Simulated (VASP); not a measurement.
# Hf (P6_3/mmc) in VASP: a series of runs

Hf is run at these levels: LDA; tasks: single point.

Program: VASP 6.6.1. These are calculated values, not measurements. Logs are shortened: lines on timing, memory, paths and dates and some standing lists are left out, and cuts for length are marked.

## 1. The cell of the first run

The structure is hexagonal, space group P6_3/mmc (No. 194). Conventional cell: a = 2.820 Å, b = 2.820 Å, c = 4.629 Å, α = 90.00°, β = 90.00°, γ = 120.00°. Hf (site symmetry -6m2) has 12 Hf at 2.82 to 2.83 Å within 3.7 Å.

## 2. Single point, LDA

INCAR

```
SYSTEM = Hf
ALGO = Fast ; EDIFF = 1E-7
ENCUT = 520 ; ISIF = 2
ISMEAR = 0 ; LASPH = .True.
LCHARG = .False. ; LREAL = .False.
LWAVE = .False. ; NBANDS = 17
NELM = 60 ; PREC = Accurate
SIGMA = 0.1
```

KPOINTS

```
k-points
0
Gamma
  16 16 10
  0 0 0
```

POSCAR

```
Hf
1.0
    2.8196497826      0.0000000000      0.0000000000
   -1.4098248913      2.4418883415      0.0000000000
    0.0000000000      0.0000000000      4.6292342528
Hf
2
Direct
    0.3333333333      0.6666666667      0.2500000000
    0.6666666667      0.3333333333      0.7500000000
```

Potentials or basis: VASP PAW LDA potentials, release 64 (Hf_pv).

The run is started by

```bash
$ cat potpaw_LDA.64/Hf_pv/POTCAR > POTCAR
$ mpirun -np 1 vasp_std > vasp.out
```

OUTCAR:

```text
SYSTEM = Hf
   EDIFF = 1E-7
   ENCUT = 520
   ISIF = 2
   ISMEAR = 0
   LASPH = .True.
   LREAL = .False.
   NELM = 60
   PREC = Accurate

 ion  position               nearest neighbor table
   1  0.333  0.667  0.250-   2 2.83   2 2.83   2 2.83   2 2.83   2 2.83   2 2.83
   2  0.667  0.333  0.750-   1 2.83   1 2.83   1 2.83   1 2.83   1 2.83   1 2.83

  LATTYP: Found a hexagonal cell.
 ALAT       =     2.8196497826
 C/A-ratio  =     1.6417763232

  Lattice vectors:

 A1 = (   2.8196497826,   0.0000000000,   0.0000000000)
 A2 = (  -1.4098248913,   2.4418883415,   0.0000000000)
 A3 = (   0.0000000000,   0.0000000000,   4.6292342528)

Analysis of symmetry for initial positions (statically):
=====================================================================
 Subroutine PRICEL returns:
 Original cell was already a primitive cell.

 Routine SETGRP: Setting up the symmetry group for a
 hexagonal supercell.

 Subroutine GETGRP returns: Found 24 space group operations
 (whereof 12 operations were pure point group operations)
 out of a pool of 24 trial point group operations.

The static configuration has the point symmetry D_3d.
 The point group associated with its full space group is D_6h.

Analysis of symmetry for dynamics (positions and initial velocities):
=====================================================================
 Subroutine PRICEL returns:
 Original cell was already a primitive cell.

 Routine SETGRP: Setting up the symmetry group for a
 hexagonal supercell.

 Subroutine GETGRP returns: Found 24 space group operations
 (whereof 12 operations were pure point group operations)
 out of a pool of 24 trial point group operations.

The dynamic configuration has the point symmetry D_3d.
 The point group associated with its full space group is D_6h.

 Subroutine INISYM returns: Found 24 space group operations
 (whereof 12 operations are pure point group operations),
 and found     1 'primitive' translations

----------------------------------------------------------------------------------------

                                     Primitive cell

  volume of cell :      31.8735

  direct lattice vectors                    reciprocal lattice vectors
     2.819649783  0.000000000  0.000000000     0.354653974  0.204759567  0.000000000
    -1.409824891  2.441888341  0.000000000     0.000000000  0.409519134  0.000000000
     0.000000000  0.000000000  4.629234253     0.000000000  0.000000000  0.216018448

[... 83 lines left out ...]
   EDIFF  = 0.1E-06   stopping-criterion for ELM
   LREAL  =      F    real-space projection
   EDIFFG = 0.1E-05   stopping-criterion for IOM
   NSW    =      0    number of steps for IOM
   IBRION =     -1    ionic relax: 0-MD 1-quasi-New 2-CG
   NFREE  =      0    steps in history (QN), initial steepest desc. (CG)
   ISIF   =      2    stress and relaxation
   ISYM   =      2    0-nonsym 1-usesym 2-fastsym
   POTIM  = 0.5000    time-step for ionic-motion
   TEBEG  =    0.0;   TEEND  =   0.0 temperature during run
   PSTRESS=    0.0 pullay stress
   NELECT =      20.0000    total number of electrons
   NUPDOWN=      -1.0000    fix difference up-down
   EMIN   =  10.00;   EMAX   =-10.00  energy-range for DOS
   EFERMI =   0.00;   METHOD = LEGACY
   ISMEAR =     0;   SIGMA  =   0.10  broadening in eV -4-tet -1-fermi 0-gaus
   EFERMI_NEDOS =   21; number of points for ismear=-14 and -15
   IALGO  =     68    algorithm
   IMIX   =      4    mixing-type and parameters
     AMIX     =   0.40;   BMIX     =  1.00
     AMIX_MAG =   1.60;   BMIX_MAG =  1.00
  volume/ion in A,a.u.               =      15.94       107.55
  Fermi-wavevector in a.u.,A,eV,Ry     =   1.401548  2.648543 26.726442  1.964338
  Thomas-Fermi vector in A             =   2.524399
   LORBIT       =      0    0 simple, 1 ext, 2 COOP (PROOUT), +10 PAW based schemes
   GGA     = CA    functional components
   LHFCALC =     F    Hartree Fock is set to
   AEXX    =    0.0000 exact exchange contribution
   IVDW    =     0    specifies the selected vdW correction
   LEPSILON=     F    determine dielectric tensor
   LRPA    =     F    only Hartree local field effects (RPA)
 non-spin polarized calculation
 RMM-DIIS sequential band-by-band and
 Gauss-broadening in eV      SIGMA  =   0.10
  energy-cutoff  :      520.00
  volume of cell :       31.87
 maximum number of plane-waves:       869
 NGX is ok and might be reduce to    24
   NGX = 11   NGY = 11   NGZ = 17

 number of electron      20.0000003 magnetization

 Free energy of the ion-electron system (eV)
  ---------------------------------------------------
  ext. energy  EPLUGINS =         0.00000000
  ---------------------------------------------------
  free energy    TOTEN  =       -20.12383070 eV

  energy without entropy =      -20.11562377  energy(sigma->0) =      -20.11972724

 E-fermi :   7.4827     XC(G=0): -13.1084

 val. band max:        7.4799892283   @ k =   0.2500   0.2500   0.0000
 cond. band min:       7.4946749519   @ k =   0.1875   0.1250   0.3000
 fundamental gap:      0.0146857235
 Fermi energy:         7.4826879092

 k-point     1 :       0.0000    0.0000    0.0000
  band No.  band energies     occupation
      1     -23.7223      2.00000
      2     -21.5975      2.00000
      3     -21.5975      2.00000
      4     -21.3564      2.00000
      5     -21.3059      2.00000
      6     -21.3059      2.00000
[... 457 lines left out ...]
      4     -22.2076      2.00000
      5     -21.8628      2.00000
      6     -21.7687      2.00000
[... 9 lines left out ...]
     16      15.4852      0.00000
     17      16.3271      0.00000

 [... further k-points ...]

------------------------ aborting loop because EDIFF is reached ----------------------------------------

  FORCE on cell =-STRESS in cart. coord.  units (eV):
  Direction    XX          YY          ZZ          XY          YZ          ZX
  --------------------------------------------------------------------------------------
  -------------------------------------------------------------------------------------
  Total        9.9592955      9.9592955      9.9902483      0.0000000      0.0000000      0.0000000
  in kB      500.6210098    500.6210098    502.1769051      0.0000000      0.0000000      0.0000000
  external PRESSURE =     501.1396415 kB  Pullay stress =       0.0000000 kB

 VOLUME and BASIS-vectors are now :
 -----------------------------------------------------------------------------
  energy-cutoff  :      520.00
  volume of cell :       31.87
      direct lattice vectors                 reciprocal lattice vectors
     2.819649783  0.000000000  0.000000000     0.354653974  0.204759567  0.000000000
    -1.409824891  2.441888341  0.000000000     0.000000000  0.409519134  0.000000000
     0.000000000  0.000000000  4.629234253     0.000000000  0.000000000  0.216018448

 POSITION                                       TOTAL-FORCE (eV/Angst)
 -----------------------------------------------------------------------------------
     -0.00000      1.62793      1.15731         0.000000     -0.000000      0.000000
      1.40982      0.81396      3.47193        -0.000000      0.000000      0.000000
 -----------------------------------------------------------------------------------
    total drift:                               -0.000000      0.000000     -0.000000

  FREE ENERGIE OF THE ION-ELECTRON SYSTEM (eV)
  ---------------------------------------------------
  free  energy   TOTEN  =       -20.1238306969 eV

  energy  without entropy=      -20.1156237741  energy(sigma->0) =      -20.11972724
```

stdout:

```text
POSCAR found type information on POSCAR Hf
 POSCAR found :  1 types and       2 ions
 scaLAPACK will be used
 LDA part: xc-table for (Slater(with rela. corr.)+CA(PZ))
 , standard interpolation
 POSCAR, INCAR and KPOINTS ok, starting setup
 FFT: planning ... GRIDC
 FFT: planning ... GRID_SOFT
 FFT: planning ... GRID
 WAVECAR not read
 entering main loop
```

Run time: 50 s. Hardware: 1 thread of Intel Xeon Platinum 8488C (Sapphire Rapids), shared host; peak memory 0.2 GiB.

Results:

```
Free energy            : -20.1238 eV
Pressure               : 50.1 GPa
Band gap on the k mesh : zero (band 10 reaches 8.82 eV, above the bottom of band 11 at 7.12 eV)
```

Caveat: spin-orbit coupling is left out, which moves the levels of the heavy elements.

## 3. Single point, LDA

This run uses another cell than the first one, of 16.94 Å³/atom, 1.063 times its volume.

INCAR

```
SYSTEM = Hf
  PREC = Accurate
  ENCUT = 520
  EDIFF = 1E-6
  ISMEAR = 0
  SIGMA = 0.1
  LREAL = .FALSE.
  LASPH = .TRUE.
  NELM = 100
  ALGO = Fast
  ISIF = 2
  LWAVE = .FALSE.
  LCHARG = .FALSE.
  NBANDS = 17
```

KPOINTS

```
regular mesh
0
G
  16 16 10
  0 0 0
```

POSCAR

```
Hf
1.0
    2.8892580020      0.0000000000      0.0000000000
   -1.4446290010      2.5021708278      0.0000000000
    0.0000000000      0.0000000000      4.6858685763
Hf
2
Direct
    0.3333333333      0.6666666667      0.2500000000
    0.6666666667      0.3333333333      0.7500000000
```

Potentials or basis: VASP PAW LDA potentials, release 64 (Hf_pv).

The run is started by

```bash
$ cat potpaw_LDA.64/Hf_pv/POTCAR > POTCAR
$ mpirun -np 1 vasp_std > vasp.out
```

Run time: 48 s. Hardware: 1 thread of Intel Xeon Platinum 8488C (Sapphire Rapids), shared host; peak memory 0.2 GiB.

Results (log left out):

```
Free energy            : -20.6537 eV
Pressure               : 35.2 GPa
Band gap on the k mesh : zero (band 10 reaches 8.27 eV, above the bottom of band 11 at 6.62 eV)
```

Stress tensor (GPa, compression positive):
```
35.19  0.00  0.00
 0.00 35.19  0.00
 0.00  0.00 35.29
```

Levels at points of the mesh, in eV from the Fermi level:
```
           k point  band 7  band 8  band 9  band 10  band 11  band 12  band 13  band 14
(0.00, 0.00, 0.00)   -8.15   -4.72    1.13     1.13     1.15     1.97     2.22     2.22
(0.50, 0.00, 0.00)   -4.02   -3.84   -3.33     0.20     0.75     1.09     2.09     8.08
(0.00, 0.00, 0.50)   -5.71   -5.71   -0.07    -0.07     1.05     1.05     1.05     1.05
(0.50, 0.00, 0.50)   -4.46   -4.46   -1.81    -1.81     2.66     2.66     3.33     3.33
```

Caveat: spin-orbit coupling is left out, which moves the levels of the heavy elements.

## 4. Single point, LDA

This run uses another cell than the first one, of 18.23 Å³/atom, 1.144 times its volume.

INCAR

```
SYSTEM = Hf
PREC = Accurate
ENCUT = 520
EDIFF = 1E-6
ISMEAR = 0
SIGMA = 0.1
LREAL = .False.
LASPH = .True.
NELM = 80
ALGO = Normal
ISIF = 2
LWAVE = .False.
LCHARG = .True.
LELF = .True.
LVHAR = .True.
NBANDS = 17
```

KPOINTS

```
regular mesh
0
Gamma
  16 16 10
  0 0 0
```

POSCAR

```
Hf
1.0
    2.9716433512      0.0000000000      0.0000000000
   -1.4858216756      2.5735186331      0.0000000000
    0.0000000000      0.0000000000      4.7674253909
Hf
2
Direct
    0.3333333333      0.6666666667      0.2500000000
    0.6666666667      0.3333333333      0.7500000000
```

The run is started by

```bash
$ cat potpaw_LDA.64/Hf_pv/POTCAR > POTCAR
$ mpirun -np 1 vasp_std > vasp.out
```

Run time: 43 s. Hardware: 1 thread of Intel Xeon Platinum 8488C (Sapphire Rapids), shared host; peak memory 0.21 GiB.

Results (log left out):

```
Free energy            : -21.0956 eV
Pressure               : 20.2 GPa
Band gap on the k mesh : zero (band 10 reaches 7.63 eV, above the bottom of band 11 at 5.96 eV)
```

Levels at points of the mesh, in eV from the Fermi level:
```
           k point  band 7  band 8  band 9  band 10  band 11  band 12  band 13  band 14
(0.00, 0.00, 0.00)   -7.97   -4.44    1.13     1.13     1.30     1.61     2.15     2.15
(0.50, 0.00, 0.00)   -3.70   -3.65   -3.00    -0.14     0.71     1.06     1.98     7.37
(0.00, 0.00, 0.50)   -5.64   -5.64    0.00     0.00     1.03     1.03     1.03     1.03
(0.50, 0.00, 0.50)   -4.15   -4.15   -1.54    -1.54     2.19     2.19     3.10     3.10
```

Caveat: spin-orbit coupling is left out, which moves the levels of the heavy elements.

## 5. Single point, LDA

This run uses another cell than the first one, of 19.35 Å³/atom, 1.214 times its volume.

INCAR

```
PREC     = Accurate       # precision mode
ENCUT    = 520            # plane-wave cutoff, eV
EDIFF    = 1E-7           # SCF threshold, eV
ISMEAR   = 0              # smearing method
SIGMA    = 0.1            # smearing width, eV
LREAL    = False          # projectors in reciprocal space
LASPH    = True           # aspherical terms in the spheres
NELM     = 80             # most SCF steps
ALGO     = Normal         # electronic algorithm
ISIF     = 2              # what is computed and relaxed
LWAVE    = False          # write WAVECAR
LCHARG   = False          # write CHGCAR
GGA      = CA             # functional
NBANDS   = 17             # bands
```

KPOINTS

```
Automatic mesh
0
Gamma
  16 16 10
```

POSCAR

```
Hf
1.0
    3.0372208155      0.0000000000      0.0000000000
   -1.5186104078      2.6303103832      0.0000000000
    0.0000000000      0.0000000000      4.8433521039
Hf
2
Direct
    0.3333333333      0.6666666667      0.2500000000
    0.6666666667      0.3333333333      0.7500000000
```

The run is started by

```bash
$ cat potpaw_LDA.64/Hf_pv/POTCAR > POTCAR
$ mpirun -np 1 vasp_std > vasp.out
```

Wall time 45 s (1 thread of Intel Xeon Platinum 8488C (Sapphire Rapids), shared host); peak memory 0.21 GiB.

Results (log left out):

* Free energy: -21.3048 eV
* Pressure: 10.2 GPa
* Band gap on the k mesh: zero (band 10 reaches 7.01 eV, above the bottom of band 11 at 5.45 eV)

Levels at points of the mesh, in eV from the Fermi level:
| k point | band 8 | band 9 | band 10 | band 11 | band 12 | band 13 |
| --- | --- | --- | --- | --- | --- | --- |
| (0.00, 0.00, 0.00) | -4.21 | 1.13 | 1.13 | 1.34 | 1.36 | 2.09 |
| (0.50, 0.00, 0.00) | -3.36 | -2.75 | -0.36 | 0.70 | 1.01 | 1.89 |
| (0.00, 0.00, 0.50) | -5.56 | 0.04 | 0.04 | 1.02 | 1.02 | 1.02 |
| (0.50, 0.00, 0.50) | -3.92 | -1.35 | -1.35 | 1.88 | 1.88 | 2.93 |

Caveat: spin-orbit coupling is left out, which moves the levels of the heavy elements.

## 6. Single point, LDA

This run uses another cell than the first one, of 20.82 Å³/atom, 1.306 times its volume.

INCAR

```
SYSTEM = Hf
  PREC = Accurate
  ENCUT = 520
  EDIFF = 1E-7
  ISMEAR = 0
  SIGMA = 0.1
  LREAL = .False.
  LASPH = .True.
  NELM = 60
  ALGO = Normal
  ISIF = 2
  LWAVE = .False.
  LCHARG = .False.
  GGA = CA
  NBANDS = 17
```

KPOINTS

```
Automatic mesh
0
Gamma
  16 16 10
  0 0 0
```

POSCAR

```
Hf
1.0
    3.1189593372      0.0000000000      0.0000000000
   -1.5594796686      2.7010980193      0.0000000000
    0.0000000000      0.0000000000      4.9424847241
Hf
2
Direct
    0.3333333333      0.6666666667      0.2500000000
    0.6666666667      0.3333333333      0.7500000000
```

Potentials or basis: VASP PAW LDA potentials, release 64 (Hf_pv).

The run is started by

```bash
$ cat potpaw_LDA.64/Hf_pv/POTCAR > POTCAR
$ mpirun -np 1 vasp_std > vasp.out
```

Wall time 50 s (1 thread of Intel Xeon Platinum 8488C (Sapphire Rapids), shared host); peak memory 0.22 GiB.

Results (log left out):

- Free energy: -21.3945 eV
- Pressure: 0.1 GPa
- Band gap on the k mesh: zero (band 10 reaches 6.44 eV, above the bottom of band 11 at 4.89 eV)

Levels at points of the mesh, in eV from the Fermi level:
```csv
k point,band 6,band 7,band 8,band 9,band 10,band 11,band 12,band 13,band 14,band 15
"(0.00, 0.00, 0.00)",-29.80,-7.56,-3.95,1.06,1.12,1.12,1.40,2.01,2.01,2.70
"(0.50, 0.00, 0.00)",-29.91,-3.46,-3.04,-2.48,-0.57,0.69,0.94,1.77,6.29,6.86
"(0.00, 0.00, 0.50)",-29.88,-5.45,-5.45,0.10,0.10,1.00,1.00,1.00,1.00,5.06
"(0.50, 0.00, 0.50)",-30.05,-3.65,-3.65,-1.16,-1.16,1.54,1.54,2.74,2.74,6.52
```

Caveat: spin-orbit coupling is left out, which moves the levels of the heavy elements.

## 7. Overview

```tsv
cell	gap on the mesh (eV)	pressure (GPa)
a = 2.820, b = 2.820, c = 4.629 Å, angles 90.0, 90.0, 120.0°, 2 atoms	none	50.1
a = 2.889, b = 2.889, c = 4.686 Å, angles 90.0, 90.0, 120.0°, 2 atoms	none	35.2
a = 2.972, b = 2.972, c = 4.767 Å, angles 90.0, 90.0, 120.0°, 2 atoms	none	20.2
a = 3.037, b = 3.037, c = 4.843 Å, angles 90.0, 90.0, 120.0°, 2 atoms	none	10.2
a = 3.119, b = 3.119, c = 4.942 Å, angles 90.0, 90.0, 120.0°, 2 atoms	none	0.1
```

Alike in all rows: task single point; level LDA; potentials or basis VASP PAW LDA potentials, release 64 (Hf_pv); no spin polarisation; k mesh 16 × 16 × 10; cutoff (eV) 520; smearing gaussian 0.1 eV.

Caveats: spin-orbit coupling is left out, which moves the levels of the heavy elements.

Total energies depend on the potentials used, so only differences within one code and one set of settings carry meaning.
